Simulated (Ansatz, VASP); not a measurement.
Two plane-wave programs on ScAl

The input POSCAR:

```
ScAl
1.0
    3.4351726005      0.0000000000      0.0000000000
    0.0000000000      3.4351726005      0.0000000000
    0.0000000000      0.0000000000      3.4351726005
Sc Al
1 1
Direct
    0.5000000000      0.5000000000      0.5000000000
    0.0000000000      0.0000000000      0.0000000000
```

File INCAR.step1:

```
ALGO = Normal
EDIFF = 1E-4
ENCUT = 520
GGA = PE
ISMEAR = 0
LASPH = T
LCHARG = F
LREAL = F
LWAVE = T
NBANDS = 14
NELM = 80
PREC = Accurate
SIGMA = 0.1
```

The input INCAR.step2:

```
ALGO = Normal
EDIFF = 1E-7
ENCUT = 520
ISIF = 2
ISMEAR = 0
ISTART = 1
LASPH = T
LCHARG = F
LMIXTAU = T
LREAL = F
LWAVE = F
METAGGA = R2SCAN
NBANDS = 14
NELM = 80
PREC = Accurate
SIGMA = 0.1
```

File KPOINTS:

```
k-points
0
Gamma
  12 12 12
```

Input for Ansatz:

```yaml
crystal:
  lattice:
    - [3.435172601, 0.0, 0.0]
    - [0.0, 3.435172601, 0.0]
    - [0.0, 0.0, 3.435172601]
  atoms:
    - { symbol: Sc, position: [0.5, 0.5, 0.5] }
    - { symbol: Al, position: [0.0, 0.0, 0.0] }
basis:
  ecutwfc: 500
kpoints:
  mp_grid: { grid: [12, 12, 12] }
hamiltonian:
  xc: r2scan
scf:
  occupations: { method: gaussian, width: 0.1 }
output:
  forces: true
  stress: true
  eigenvalues: true
```

Alike in both runs: task single point; functional r2SCAN; k mesh 12 × 12 × 12; occupations gaussian, width 0.1 eV; no spin polarisation.

|  | VASP | Ansatz |
| --- | --- | --- |
| version | VASP 6.6.1 | Ansatz 0.2.0 |
| potentials or method | VASP PAW PBE potentials, release 64 (Sc_sv, Al), cutoff 520 eV | scalar-relativistic, plane waves, PAW |
| valence electrons in the cell | 14 | 14 |

Ansatz gave:

| Quantity | Value |
| --- | --- |
| gap on the k mesh at the Fermi level (eV) | none |
| pressure (GPa) | -4.2 |

Which values does VASP return?

gap on the k mesh at the Fermi level (eV): none; pressure (GPa): -4.0.

VASP's potentials were made for PBE, not for r2SCAN. A gap of «none» marks a metal or a gap that the smearing closes.
